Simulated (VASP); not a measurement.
# Cu (I4/mmm) in VASP: notebook, part 3 of 3

VASP 6.6.1. The steps go on from the part before.

## 5. Single point, LDA (11.15 Å³/atom)

This run uses another cell than the first one, of 11.15 Å³/atom.

INCAR reads:

```
ALGO = Normal ; EDIFF = 1E-6
ENCUT = 520 ; ISIF = 2
ISMEAR = 0 ; LASPH = T
LCHARG = F ; LREAL = F
LWAVE = F ; NBANDS = 12
NELM = 60 ; PREC = Accurate
SIGMA = 0.15
```

KPOINTS reads:

```
k-points
0
Gamma
  24 24 24
```

POSCAR reads:

```
Cu
1.0
   -1.4082615290      1.4082615290      1.4053041798
    1.4082615290     -1.4082615290      1.4053041798
    1.4082615290      1.4082615290     -1.4053041798
Cu
1
Direct
    0.0000000000      0.0000000000      0.0000000000
```

Potentials or basis: VASP PAW LDA potentials, release 64 (Cu).

Run with:

```bash
cat potpaw_LDA.64/Cu/POTCAR > POTCAR
mpirun -np 1 vasp_std > vasp.out
```

OUTCAR:

```text
EDIFF = 1E-6
   ENCUT = 520
   ISIF = 2
   ISMEAR = 0
   LASPH = T
   LREAL = F
   NELM = 60
   PREC = Accurate

 ion  position               nearest neighbor table
   1  0.000  0.000  0.000-

  LATTYP: Found a body centered tetragonal cell.
 ALAT       =     2.8165230580
 C/A-ratio  =     0.9979000000

  Lattice vectors:

 A1 = (  -1.4082615290,   1.4082615290,   1.4053041798)
 A2 = (   1.4082615290,  -1.4082615290,   1.4053041798)
 A3 = (   1.4082615290,   1.4082615290,  -1.4053041798)

Analysis of symmetry for initial positions (statically):
=====================================================================
 Subroutine PRICEL returns:
 Original cell was already a primitive cell.

 Routine SETGRP: Setting up the symmetry group for a
 body centered tetragonal supercell.

 Subroutine GETGRP returns: Found 16 space group operations
 (whereof 16 operations were pure point group operations)
 out of a pool of 16 trial point group operations.

The static configuration has the point symmetry D_4h.

Analysis of symmetry for dynamics (positions and initial velocities):
=====================================================================
 Subroutine PRICEL returns:
 Original cell was already a primitive cell.

 Routine SETGRP: Setting up the symmetry group for a
 body centered tetragonal supercell.

 Subroutine GETGRP returns: Found 16 space group operations
 (whereof 16 operations were pure point group operations)
 out of a pool of 16 trial point group operations.

The dynamic configuration has the point symmetry D_4h.

 Subroutine INISYM returns: Found 16 space group operations
 (whereof 16 operations are pure point group operations),
 and found     1 'primitive' translations

----------------------------------------------------------------------------------------

                                     Primitive cell

  volume of cell :      11.1480

  direct lattice vectors                    reciprocal lattice vectors
    -1.408261529  1.408261529  1.405304180     0.000000000  0.355047688  0.355794857
     1.408261529 -1.408261529  1.405304180     0.355047688  0.000000000  0.355794857
     1.408261529  1.408261529 -1.405304180     0.355047688  0.355047688  0.000000000

  length of vectors
     2.437474288  2.437474288  2.437474288     0.502641862  0.502641862  0.502113256

  position of ions in fractional coordinates (direct lattice)
     0.000000000  0.000000000  0.000000000

  ion indices of the primitive-cell ions
   primitive index   ion index
                 1           1

----------------------------------------------------------------------------------------

 KPOINTS: k-points

Automatic generation of k-mesh.
 Grid dimensions read from file:
 generate k-points for:   24   24   24

 Generating k-lattice:

  Cartesian coordinates                     Fractional coordinates (reciprocal lattice)
     0.000000000  0.014793654  0.014824786     0.041666667  0.000000000 -0.000000000
     0.014793654  0.000000000  0.014824786     0.000000000  0.041666667 -0.000000000
     0.014793654  0.014793654  0.000000000     0.000000000  0.000000000  0.041666667

  Length of vectors
     0.020943411  0.020943411  0.020921386

  Shift w.r.t. Gamma in fractional coordinates (k-lattice)
     0.000000000  0.000000000  0.000000000

 Subroutine IBZKPT returns following result:
 ===========================================

 Found   1063 irreducible k-points:

 Following reciprocal coordinates:
            Coordinates               Weight
  0.000000  0.000000  0.000000      1.000000
  0.041667  0.000000  0.000000      8.000000
  0.083333  0.000000  0.000000      8.000000
  0.125000  0.000000 -0.000000      8.000000
  0.166667  0.000000 -0.000000      8.000000
  0.208333  0.000000 -0.000000      8.000000
[... 16 lines left out ...]
  0.416667  0.041667 -0.000000     16.000000
  0.458333  0.041667 -0.000000     16.000000
 [... further k-points ...]
   k-points           NKPTS =   1063   k-points in BZ     NKDIM =   1063   number of bands    NBANDS=     12
   number of dos      NEDOS =    301   number of ions     NIONS =      1
   total plane-waves  NPLWV =   5832
   dimension x,y,z NGX =    18 NGY =   18 NGZ =   18
   dimension x,y,z NGXF=    36 NGYF=   36 NGZF=   36
   ions per type =               1
   NGX,Y,Z   is equivalent  to a cutoff of  12.28, 12.28, 12.28 a.u.
   NGXF,Y,Z  is equivalent  to a cutoff of  24.55, 24.55, 24.55 a.u.
 SYSTEM =  unknown system
   PREC   = accura    normal or accurate (medium, high low for compatibility)
   ISTART =      0    job   : 0-new  1-cont  2-samecut
   ICHARG =      2    charge: 1-file 2-atom 10-const
   ISPIN  =      1    spin polarized calculation?
   LNONCOLLINEAR =      F non collinear calculations
   LSORBIT =      F    spin-orbit coupling
   LASPH  =      T    aspherical Exc in radial PAW
   ENCUT  =  520.0 eV  38.22 Ry    6.18 a.u.   4.53  4.53  4.53*2*pi/ulx,y,z
   NELM   =     60;   NELMIN=  2; NELMDL= -5     # of ELM steps
   EDIFF  = 0.1E-05   stopping-criterion for ELM
   LREAL  =      F    real-space projection
   EDIFFG = 0.1E-04   stopping-criterion for IOM
   NSW    =      0    number of steps for IOM
   IBRION =     -1    ionic relax: 0-MD 1-quasi-New 2-CG
   NFREE  =      0    steps in history (QN), initial steepest desc. (CG)
   ISIF   =      2    stress and relaxation
   ISYM   =      2    0-nonsym 1-usesym 2-fastsym
   POTIM  = 0.5000    time-step for ionic-motion
   TEBEG  =    0.0;   TEEND  =   0.0 temperature during run
   PSTRESS=    0.0 pullay stress
   NELECT =      11.0000    total number of electrons
   NUPDOWN=      -1.0000    fix difference up-down
   EMIN   =  10.00;   EMAX   =-10.00  energy-range for DOS
   EFERMI =   0.00;   METHOD = LEGACY
   ISMEAR =     0;   SIGMA  =   0.15  broadening in eV -4-tet -1-fermi 0-gaus
   EFERMI_NEDOS =   21; number of points for ismear=-14 and -15
   IALGO  =     38    algorithm
   IMIX   =      4    mixing-type and parameters
     AMIX     =   0.40;   BMIX     =  1.00
     AMIX_MAG =   1.60;   BMIX_MAG =  1.00
  volume/ion in A,a.u.               =      11.15        75.23
  Fermi-wavevector in a.u.,A,eV,Ry     =   1.629822  3.079916 36.141407  2.656318
  Thomas-Fermi vector in A             =   2.722224
   LORBIT       =      0    0 simple, 1 ext, 2 COOP (PROOUT), +10 PAW based schemes
   GGA     = CA    functional components
   LHFCALC =     F    Hartree Fock is set to
   AEXX    =    0.0000 exact exchange contribution
   IVDW    =     0    specifies the selected vdW correction
   LEPSILON=     F    determine dielectric tensor
   LRPA    =     F    only Hartree local field effects (RPA)
 non-spin polarized calculation
 Gauss-broadening in eV      SIGMA  =   0.15
  energy-cutoff  :      520.00
  volume of cell :       11.15
 maximum number of plane-waves:       321
   NGX =  9   NGY =  9   NGZ =  9

 number of electron      11.0000011 magnetization

 Free energy of the ion-electron system (eV)
  ---------------------------------------------------
  ext. energy  EPLUGINS =         0.00000000
  ---------------------------------------------------
  free energy    TOTEN  =        -4.66769731 eV

  energy without entropy =       -4.66335172  energy(sigma->0) =       -4.66552451

 E-fermi :   8.0872     XC(G=0): -13.4452

 val. band max:        8.0869806484   @ k =   0.5000   0.3333   0.0417
 cond. band min:       8.0885522981   @ k =   0.5000   0.2917   0.0833
 fundamental gap:      0.0015716497
 Fermi energy:         8.0872027603

 k-point     1 :       0.0000    0.0000    0.0000
  band No.  band energies     occupation
      1      -1.7059      2.00000
      2       4.7352      2.00000
      3       4.7441      2.00000
      4       4.7441      2.00000
      5       5.8600      2.00000
      6       5.8693      2.00000
      7      33.7605      0.00000
      8      33.7605      0.00000
      9      33.8088      0.00000
     10      37.6617      0.00000
     11      37.6617      0.00000
     12      37.7181      0.00000
[... 331 lines left out ...]
 k-point    24 :       0.4583    0.0417   -0.0000
  band No.  band energies     occupation
      1       2.7024      2.00000
      2       3.9679      2.00000
      3       5.8104      2.00000
      4       5.9168      2.00000
      5       6.4721      2.00000
      6       7.5748      2.00000
      7      12.8815      0.00000
      8      25.3826      0.00000
      9      26.1234      0.00000
     10      30.6791      0.00000
     11      33.7912      0.00000
     12      42.4013      0.00000

 [... further k-points ...]

------------------------ aborting loop because EDIFF is reached ----------------------------------------

  FORCE on cell =-STRESS in cart. coord.  units (eV):
  Direction    XX          YY          ZZ          XY          YZ          ZX
  --------------------------------------------------------------------------------------
  -------------------------------------------------------------------------------------
  Total       -0.1898705     -0.1898705     -0.1908607      0.0000000     -0.0000000      0.0000000
  in kB      -27.2879667    -27.2879667    -27.4302685      0.0000000     -0.0000000      0.0000000
  external PRESSURE =     -27.3354007 kB  Pullay stress =       0.0000000 kB

 VOLUME and BASIS-vectors are now :
 -----------------------------------------------------------------------------
  energy-cutoff  :      520.00
  volume of cell :       11.15
      direct lattice vectors                 reciprocal lattice vectors
    -1.408261529  1.408261529  1.405304180     0.000000000  0.355047688  0.355794857
     1.408261529 -1.408261529  1.405304180     0.355047688  0.000000000  0.355794857
     1.408261529  1.408261529 -1.405304180     0.355047688  0.355047688  0.000000000

 POSITION                                       TOTAL-FORCE (eV/Angst)
 -----------------------------------------------------------------------------------
      0.00000      0.00000      0.00000         0.000000      0.000000      0.000000
 -----------------------------------------------------------------------------------
    total drift:                                0.000000      0.000000      0.000000

  FREE ENERGIE OF THE ION-ELECTRON SYSTEM (eV)
  ---------------------------------------------------
  free  energy   TOTEN  =        -4.6676973055 eV

  energy  without entropy=       -4.6633517175  energy(sigma->0) =       -4.66552451
```

OSZICAR:

```text
N       E                     dE             d eps       ncg     rms          rms(c)
DAV:   1     0.417556429302E+02    0.41756E+02   -0.53692E+03 28600   0.158E+03
DAV:   2    -0.428067259836E+01   -0.46036E+02   -0.42510E+02 26472   0.209E+02
DAV:   3    -0.566048368908E+01   -0.13798E+01   -0.13703E+01 29484   0.407E+01
DAV:   4    -0.566894040137E+01   -0.84567E-02   -0.84555E-02 28880   0.283E+00
DAV:   5    -0.566902158525E+01   -0.81184E-04   -0.81182E-04 29588   0.282E-01    0.791E+00
DAV:   6    -0.504048829540E+01    0.62853E+00   -0.14430E+01 29740   0.754E+01    0.378E+00
DAV:   7    -0.468570429625E+01    0.35478E+00   -0.22256E+00 30032   0.296E+01    0.671E-01
DAV:   8    -0.466871063982E+01    0.16994E-01   -0.85324E-03 32892   0.943E-01    0.224E-01
DAV:   9    -0.466768425537E+01    0.10264E-02   -0.43918E-03 33152   0.113E+00    0.143E-02
DAV:  10    -0.466769564553E+01   -0.11390E-04   -0.25236E-05 29588   0.717E-02    0.467E-03
DAV:  11    -0.466769730048E+01   -0.16550E-05   -0.48333E-07 20276   0.123E-02    0.453E-04
DAV:  12    -0.466769730551E+01   -0.50272E-08   -0.56057E-08 13796   0.245E-03
   1 F= -.46676973E+01 E0= -.46655245E+01  d E =-.434559E-02
```

stdout:

```text
POSCAR found type information on POSCAR Cu
 POSCAR found :  1 types and       1 ions
 scaLAPACK will be used
 LDA part: xc-table for (Slater(with rela. corr.)+CA(PZ))
 , standard interpolation
 POSCAR, INCAR and KPOINTS ok, starting setup
 FFT: planning ... GRIDC
 FFT: planning ... GRID_SOFT
 FFT: planning ... GRID
 WAVECAR not read
 entering main loop
```

Wall time 49 s (1 thread of Intel Xeon 6975P-C (Granite Rapids), shared host); peak memory 0.24 GiB.

What came out:

| Item | Value |
| --- | --- |
| Free energy | -4.6677 eV |
| Pressure | -2.7 GPa |
| Band gap on the k mesh | zero (an odd number of electrons rules out a gap without spin polarisation) |

## 6. Single point, LDA (11.15 Å³/atom)

This run uses another cell than the first one, of 11.15 Å³/atom.

INCAR reads:

```
SYSTEM = Cu
  PREC = Accurate
  ENCUT = 520
  EDIFF = 1E-7
  ISMEAR = 0
  SIGMA = 0.15
  LREAL = .False.
  LASPH = .True.
  NELM = 60
  ALGO = Normal
  ISIF = 2
  LWAVE = .False.
  LCHARG = .False.
  NBANDS = 12
```

KPOINTS reads:

```
regular mesh
0
Gamma
  24 24 24
  0 0 0
```

POSCAR reads:

```
Cu
1.0
   -1.3802487384      1.3802487384      1.4629256378
    1.3802487384     -1.3802487384      1.4629256378
    1.3802487384      1.3802487384     -1.4629256378
Cu
1
Direct
    0.0000000000      0.0000000000      0.0000000000
```

Potentials or basis: VASP PAW LDA potentials, release 64 (Cu).

Run with:

```bash
cat potpaw_LDA.64/Cu/POTCAR > POTCAR
mpirun -np 1 vasp_std > vasp.out
```

Run time: 53 s. Hardware: 1 thread of Intel Xeon 6975P-C (Granite Rapids), shared host; peak memory 0.23 GiB.

It converged, with:

- Free energy: -4.6691 eV
- Pressure: -2.7 GPa
- Band gap on the k mesh: zero (an odd number of electrons rules out a gap without spin polarisation)

Stress tensor (GPa, compression positive):
```
-3.07  0.00  0.00
 0.00 -3.07  0.00
 0.00  0.00 -1.94
```

Levels at points of the mesh, in eV from the Fermi level:
| k point | band 4 | band 5 | band 6 | band 7 | band 8 | band 9 |
| --- | --- | --- | --- | --- | --- | --- |
| (0.00, 0.00, 0.00) | -3.19 | -2.37 | -2.13 | 24.88 | 25.95 | 25.95 |
| (0.50, 0.00, 0.00) | -2.09 | -1.46 | -0.87 | 4.43 | 18.52 | 18.73 |
| (0.50, 0.50, 0.00) | -2.04 | -1.41 | -0.42 | 5.07 | 17.00 | 17.02 |
| (0.50, 0.50, 0.50) | -1.60 | -1.60 | 6.94 | 9.15 | 9.15 | 13.23 |

## 7. The runs side by side

```tsv
cell	gap on the mesh (eV)	pressure (GPa)
a = 2.454 Å, angles 108.6, 108.6, 111.2°, 1 atom	none	-5.8
a = 2.422 Å, angles 110.2, 110.2, 107.9°, 1 atom	none	1.4
a = 2.422 Å, angles 108.6, 108.6, 111.2°, 1 atom	none	0.8
a = 2.437 Å, angles 109.4, 109.4, 109.6°, 1 atom	none	-2.7
a = 2.439 Å, angles 111.1, 111.1, 106.3°, 1 atom	none	-2.7
```

Alike in all rows: task single point; level LDA; potentials or basis VASP PAW LDA potentials, release 64 (Cu); no spin polarisation; k mesh 24 × 24 × 24; cutoff (eV) 520; smearing gaussian 0.15 eV.

Caveats: the cell stands under tension (at least some runs).

Absolute energies hang on the potentials; compare differences alone.
